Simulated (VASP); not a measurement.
# Ag (Cm) in VASP: electric field gradients with PBE

Aim: the electric field gradients of Ag with PBE.

All numbers are computed with VASP 6.6.1; they aren't measurements. Logs are shortened: lines on timing, memory, paths and dates and some standing lists are left out, and cuts for length are marked.

## Step 1: The cell of the first run

It takes space group Cm (No. 8, monoclinic). Conventional cell: a = 5.103 Å, b = 2.946 Å, c = 7.403 Å, α = 90.00°, β = 103.28°, γ = 90.00°. Ag (site symmetry m) has 12 Ag at 2.41 to 3.21 Å within 3.3 Å. Within 3.2 Å of Ag (site symmetry m) lie 12 Ag at 2.41 to 3.17 Å. Ag (site symmetry m) has 12 Ag at 2.95 to 3.21 Å within 3.9 Å.

## Step 2: Electric field gradients, PBE (shortest bond scaled by 0.82)

File INCAR:

```
  ALGO = Normal
  EDIFF = 1E-8
  ENCUT = 520
  GGA = PE
  ISIF = 2
  ISMEAR = -1
  LASPH = True
  LCHARG = False
  LEFG = True
  LREAL = False
  LWAVE = False
  NBANDS = 24
  NELM = 80
  PREC = Accurate
  SIGMA = 0.05
```

File KPOINTS:

```
k-points
0
Gamma
  12 12 12
```

File POSCAR:

```
Ag
1.0
    1.4730471633      0.8504641762      7.2046500000
   -1.4730471633      0.8504641762      7.2046500000
    0.0000000000     -1.7009283525      7.2046500000
Ag
3
Direct
   -0.0200052900     -0.0200052900      0.0699947100
    0.7977242900      0.7977242900      0.7077242900
    0.2222810000      0.2222810000      0.2222810000
```

Potentials or basis: VASP PAW PBE potentials, release 64 (Ag).

Run with:

```bash
cat potpaw_PBE.64/Ag/POTCAR > POTCAR
mpirun -np 1 vasp_std > vasp.out
```

OUTCAR:

```text
EDIFF = 1E-8
   ENCUT = 520
   GGA = PE
   ISIF = 2
   ISMEAR = -1
   LASPH = True
   LREAL = False
   NELM = 80
   PREC = Accurate

 ion  position               nearest neighbor table
   1  0.980  0.980  0.070-   2 2.41   2 2.72   2 2.72   3 3.08   3 3.08   3 3.21
   2  0.798  0.798  0.708-   1 2.41   1 2.72   1 2.72   3 3.04   3 3.17   3 3.17
   3  0.222  0.222  0.222-   2 3.04   1 3.08   1 3.08   2 3.17   2 3.17   1 3.21

  LATTYP: Found a trigonal (rhomboedric) cell.
 ALAT       =     7.4027115899
 COS(alpha) =     0.9208079399

  Lattice vectors:

 A1 = (   1.4730471633,   0.8504641762,   7.2046500000)
 A2 = (  -1.4730471633,   0.8504641762,   7.2046500000)
 A3 = (   0.0000000000,  -1.7009283525,   7.2046500000)

Analysis of symmetry for initial positions (statically):
=====================================================================
 Subroutine PRICEL returns:
 Original cell was already a primitive cell.

 Routine SETGRP: Setting up the symmetry group for a
 trigonal (rhombohedral) supercell.

 Subroutine GETGRP returns: Found  2 space group operations
 (whereof  2 operations were pure point group operations)
 out of a pool of 12 trial point group operations.

The static configuration has the point symmetry C_1h.

Analysis of symmetry for dynamics (positions and initial velocities):
=====================================================================
 Subroutine PRICEL returns:
 Original cell was already a primitive cell.

 Routine SETGRP: Setting up the symmetry group for a
 trigonal (rhombohedral) supercell.

 Subroutine GETGRP returns: Found  2 space group operations
 (whereof  2 operations were pure point group operations)
 out of a pool of 12 trial point group operations.

The dynamic configuration has the point symmetry C_1h.

 Subroutine INISYM returns: Found  2 space group operations
 (whereof  2 operations are pure point group operations),
 and found     1 'primitive' translations

----------------------------------------------------------------------------------------

                                     Primitive cell

  volume of cell :      54.1548

  direct lattice vectors                    reciprocal lattice vectors
     1.473047163  0.850464176  7.204650000     0.339432445  0.195971413  0.046266416
    -1.473047163  0.850464176  7.204650000    -0.339432445  0.195971413  0.046266416
     0.000000000 -1.700928353  7.204650000     0.000000000 -0.391942827  0.046266416

  length of vectors
     7.402711590  7.402711590  7.402711590     0.394664111  0.394664111  0.394664111

  position of ions in fractional coordinates (direct lattice)
     0.979994710  0.979994710  0.069994710
     0.797724290  0.797724290  0.707724290
     0.222281000  0.222281000  0.222281000

  ion indices of the primitive-cell ions
   primitive index   ion index
                 1           1
                 2           2
                 3           3

----------------------------------------------------------------------------------------

 KPOINTS: k-points

Automatic generation of k-mesh.
 Grid dimensions read from file:
 generate k-points for:   12   12   12

 Generating k-lattice:

  Cartesian coordinates                     Fractional coordinates (reciprocal lattice)
     0.028286037  0.016330951  0.003855535     0.083333333 -0.000000000 -0.000000000
    -0.028286037  0.016330951  0.003855535    -0.000000000  0.083333333 -0.000000000
     0.000000000 -0.032661902  0.003855535    -0.000000000 -0.000000000  0.083333333

  Length of vectors
     0.032888676  0.032888676  0.032888676

  Shift w.r.t. Gamma in fractional coordinates (k-lattice)
     0.000000000  0.000000000  0.000000000

 Subroutine IBZKPT returns following result:
 ===========================================

 Found    476 irreducible k-points:

 Following reciprocal coordinates:
            Coordinates               Weight
  0.000000  0.000000  0.000000      1.000000
  0.083333 -0.000000  0.000000      4.000000
  0.000000  0.000000  0.083333      2.000000
  0.166667 -0.000000  0.000000      4.000000
  0.000000  0.000000  0.166667      2.000000
  0.250000  0.000000  0.000000      4.000000
[... 16 lines left out ...]
 -0.333333  0.000000 -0.083333      4.000000
  0.083333  0.000000  0.333333      4.000000
 [... further k-points ...]
   k-points           NKPTS =    476   k-points in BZ     NKDIM =    476   number of bands    NBANDS=     24
   number of dos      NEDOS =    301   number of ions     NIONS =      3
   total plane-waves  NPLWV = 175616
   dimension x,y,z NGX =    56 NGY =   56 NGZ =   56
   dimension x,y,z NGXF=   112 NGYF=  112 NGZF=  112
   ions per type =               3
   NGX,Y,Z   is equivalent  to a cutoff of  12.58, 12.58, 12.58 a.u.
   NGXF,Y,Z  is equivalent  to a cutoff of  25.15, 25.15, 25.15 a.u.
 SYSTEM =  unknown system
   PREC   = accura    normal or accurate (medium, high low for compatibility)
   ISTART =      0    job   : 0-new  1-cont  2-samecut
   ICHARG =      2    charge: 1-file 2-atom 10-const
   ISPIN  =      1    spin polarized calculation?
   LNONCOLLINEAR =      F non collinear calculations
   LSORBIT =      F    spin-orbit coupling
   LASPH  =      T    aspherical Exc in radial PAW
   ENCUT  =  520.0 eV  38.22 Ry    6.18 a.u.  13.76 13.76 13.76*2*pi/ulx,y,z
   NELM   =     80;   NELMIN=  2; NELMDL= -5     # of ELM steps
   EDIFF  = 0.1E-07   stopping-criterion for ELM
   LREAL  =      F    real-space projection
   EDIFFG = 0.1E-06   stopping-criterion for IOM
   NSW    =      0    number of steps for IOM
   IBRION =     -1    ionic relax: 0-MD 1-quasi-New 2-CG
   NFREE  =      0    steps in history (QN), initial steepest desc. (CG)
   ISIF   =      2    stress and relaxation
   ISYM   =      2    0-nonsym 1-usesym 2-fastsym
   POTIM  = 0.5000    time-step for ionic-motion
   TEBEG  =    0.0;   TEEND  =   0.0 temperature during run
   PSTRESS=    0.0 pullay stress
   NELECT =      33.0000    total number of electrons
   NUPDOWN=      -1.0000    fix difference up-down
   EMIN   =  10.00;   EMAX   =-10.00  energy-range for DOS
   EFERMI =   0.00;   METHOD = LEGACY
   ISMEAR =    -1;   SIGMA  =   0.05  broadening in eV -4-tet -1-fermi 0-gaus
   EFERMI_NEDOS =   21; number of points for ismear=-14 and -15
   IALGO  =     38    algorithm
   IMIX   =      4    mixing-type and parameters
     AMIX     =   0.40;   BMIX     =  1.00
     AMIX_MAG =   1.60;   BMIX_MAG =  1.00
  volume/ion in A,a.u.               =      18.05       121.82
  Fermi-wavevector in a.u.,A,eV,Ry     =   1.387929  2.622805 26.209536  1.926347
  Thomas-Fermi vector in A             =   2.512103
   LORBIT       =      0    0 simple, 1 ext, 2 COOP (PROOUT), +10 PAW based schemes
   GGA     = PE    functional components
   LHFCALC =     F    Hartree Fock is set to
   AEXX    =    0.0000 exact exchange contribution
   IVDW    =     0    specifies the selected vdW correction
   LEPSILON=     F    determine dielectric tensor
   LRPA    =     F    only Hartree local field effects (RPA)
 non-spin polarized calculation
  energy-cutoff  :      520.00
  volume of cell :       54.15
 maximum number of plane-waves:      1494
   NGX = 27   NGY = 27   NGZ = 27

 number of electron      33.0000001 magnetization

 Free energy of the ion-electron system (eV)
  ---------------------------------------------------
  ext. energy  EPLUGINS =         0.00000000
  ---------------------------------------------------
  free energy    TOTEN  =        -7.51129066 eV

  energy without entropy =       -7.50457274  energy(sigma->0) =       -7.50793170

 E-fermi :   7.6371     XC(G=0): -11.8273

 val. band max:        7.6326674308   @ k =  -0.4167   0.1667  -0.3333
 cond. band min:       7.6371516943   @ k =   0.1667   0.1667  -0.1667
 fundamental gap:      0.0044842635
 Fermi energy:         7.6370862357

 k-point     1 :       0.0000    0.0000    0.0000
  band No.  band energies     occupation
      1       0.1954      2.00000
      2       1.2390      2.00000
      3       1.8503      2.00000
      4       2.4529      2.00000
      5       2.6951      2.00000
      6       2.7401      2.00000
[... 16 lines left out ...]
     23      24.5049      0.00000
     24      25.5133      0.00000
[... 598 lines left out ...]
      2       1.7171      2.00000
      3       1.9807      2.00000
      4       2.4817      2.00000
      5       2.6508      2.00000
      6       2.7296      2.00000
[... 16 lines left out ...]
     23      19.3798      0.00000
     24      19.8247      0.00000

 [... further k-points ...]
[... 5 lines left out ...]
  --------------------------------------------------------------------------------------
  -------------------------------------------------------------------------------------
  Total        0.4769019      2.3051722      3.7758866      0.0000000     -1.9577890      0.0000000
  in kB       14.1092154     68.1988626    111.7101684      0.0000000    -57.9214807      0.0000000
  external PRESSURE =      64.6727488 kB  Pullay stress =       0.0000000 kB

 VOLUME and BASIS-vectors are now :
 -----------------------------------------------------------------------------
  energy-cutoff  :      520.00
  volume of cell :       54.15
      direct lattice vectors                 reciprocal lattice vectors
     1.473047163  0.850464176  7.204650000     0.339432445  0.195971413  0.046266416
    -1.473047163  0.850464176  7.204650000    -0.339432445  0.195971413  0.046266416
     0.000000000 -1.700928353  7.204650000     0.000000000 -0.391942827  0.046266416

 POSITION                                       TOTAL-FORCE (eV/Angst)
 -----------------------------------------------------------------------------------
      0.00000      1.54784     14.62533         0.000000      1.099470     -3.258543
      0.00000      0.15308     16.59355         0.000000     -1.097315      3.245496
      0.00000     -0.00000      4.80437         0.000000     -0.002155      0.013047
 -----------------------------------------------------------------------------------
    total drift:                                0.000000      0.000007      0.000046

  FREE ENERGIE OF THE ION-ELECTRON SYSTEM (eV)
  ---------------------------------------------------
  free  energy   TOTEN  =        -7.5112906613 eV

  energy  without entropy=       -7.5045727382  energy(sigma->0) =       -7.50793170

 Electric field gradients (V/A^2)
---------------------------------------------------------------------
 ion       V_xx      V_yy      V_zz      V_xy      V_xz      V_yz
---------------------------------------------------------------------
   1       8.392    -3.835    -4.557    -0.000     0.000    13.197
   2       9.125    -5.479    -3.646     0.000     0.000    13.397
   3     -10.710    -7.745    18.455    -0.000     0.000    -1.546
---------------------------------------------------------------------

 Electric field gradients after diagonalization (V/A^2)
 (convention: |V_zz| > |V_xx| > |V_yy|)
----------------------------------------------------------------------
 ion       V_xx      V_yy      V_zz     asymmetry (V_yy - V_xx)/ V_zz
----------------------------------------------------------------------
   1       9.006     8.392   -17.398       0.035
   2       9.125     8.866   -17.991       0.014
   3     -10.710    -7.836    18.546       0.155
----------------------------------------------------------------------

           NMR quadrupolar parameters

 Cq : quadrupolar parameter    Cq=e*Q*V_zz/h
 eta: asymmetry parameters     (V_yy - V_xx)/ V_zz
 Q  : nuclear electric quadrupole moment in mb (millibarn)
----------------------------------------------------------------------
 ion       Cq(MHz)       eta       Q (mb)
----------------------------------------------------------------------
   1      -0.042       0.035       1.000
   2      -0.044       0.014       1.000
   3       0.045       0.155       1.000
----------------------------------------------------------------------
```

Run time: 40 min. Hardware: 1 thread of Intel Xeon Platinum 8259CL at 2.50GHz (Skylake/Cascade Lake), shared host; peak memory 0.73 GiB.

Results:

| Quantity | Value |
| --- | --- |
| Free energy | -7.5113 eV |
| Pressure | 6.5 GPa |
| Largest force | 3.439 eV/Å |
| Band gap on the k mesh | zero (an odd number of electrons rules out a gap without spin polarisation) |
| Largest electric field gradient by atom | Ag -17.4, -18.0, +18.5 V/Å² |

Forces in eV/Å, atoms in the order of the input:
```
Ag   0.000  1.099 -3.259
Ag   0.000 -1.097  3.245
Ag   0.000 -0.002  0.013
```

Electric field gradients, principal values (V/Å²):
```csv
atom,least,middle,greatest (by size)
1 Ag,8.392,9.006,-17.398
2 Ag,8.866,9.125,-17.991
3 Ag,-7.836,-10.710,18.546
```

Caveat: the cell differs from its parent crystal (shortest bond scaled by 0.82); the stress differs along the axes, from 1 to 11 GPa; without QUAD_EFG the Cq values of the log hold for a quadrupole moment of 1 mb, not for the nuclei; forces of over 1 eV/Å act on the atoms, so gaps and moduli don't describe the material at rest.
